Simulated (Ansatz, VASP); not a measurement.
# One calculation of MnS, two programs

```
Mn S
1.0
     0.00000    2.54760    2.54760
     2.54760    0.00000    2.54760
     2.54760    2.54760    0.00000
Mn S
1 1
Direct
  0.00000 0.00000 0.00000
  0.50000 0.50000 0.50000
```

Alike in both runs: task relaxation of cell and atoms; functional PBE; dispersion D3(BJ); k mesh 14 × 14 × 14; occupations gaussian, width 0.1 eV; collinear spin.

|  | VASP | Ansatz |
| --- | --- | --- |
| version | VASP 6.6.1 | Ansatz 0.2.0 |
| potentials or method | VASP PAW PBE potentials, release 64 (Mn_pv, S), cutoff 600 eV | scalar-relativistic, plane waves, PAW |
| valence electrons in the cell | 19 | 21 |

```csv
,VASP,Ansatz,Ansatz less VASP
"gap on the k mesh at the Fermi level, each at its own relaxed structure (eV)",none,none,-
net moment per atom (μB),2.19,2.19,-0.001
size of the moment on the site where the two differ most (μB),4.01,3.91,-0.097
relaxed volume (Å³/atom),15.82,15.82,-0.002
relaxed length of the cell vector where the two differ most in proportion (Å),3.550,3.550,-0.0002
```

Site moments also hang on the region over which each program counts them. A gap of «none» marks a metal or a gap that the smearing closes. VASP's potentials hold 19 valence electrons a cell and Ansatz's 21, so a difference there can come from the potentials and not from the codes. Ansatz's warnings: dispersion switch in reach, relaxed geometry near dispersion switch.
